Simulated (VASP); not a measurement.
Runs of VASP 6.6.1 on Mo. The structure is that of space group Im-3m (No. 229), or close to it. The cells are those of the table. 

```csv
task,cell,gap on the mesh (eV),pressure (GPa)
single point,"a = 2.719 Å, angles 109.5°, 1 atom",none,(a)
single point,"a = 2.756 Å, angles 109.5°, 1 atom",none,-4.5
single point,"a = 2.738 Å, angles 109.5°, 1 atom",none,0.5
electric field gradients,"a = 2.738 Å, angles 109.5°, 1 atom",none,0.5
single point,"a = 2.774 Å, angles 109.5°, 1 atom",none,-9.0
```

Alike in all rows: level PBE; potentials or basis VASP PAW PBE potentials, release 64 (Mo_sv); no spin polarisation; k mesh 20 × 20 × 20; cutoff (eV) 520; smearing gaussian 0.05 eV.

Problem. Fill in the values left out.

Solution. (a) 6.0.

A k mesh can miss the band edges, and the runs leave out spin-orbit coupling on Mo.

A gap of «none» marks levels without a gap at the run's occupations.
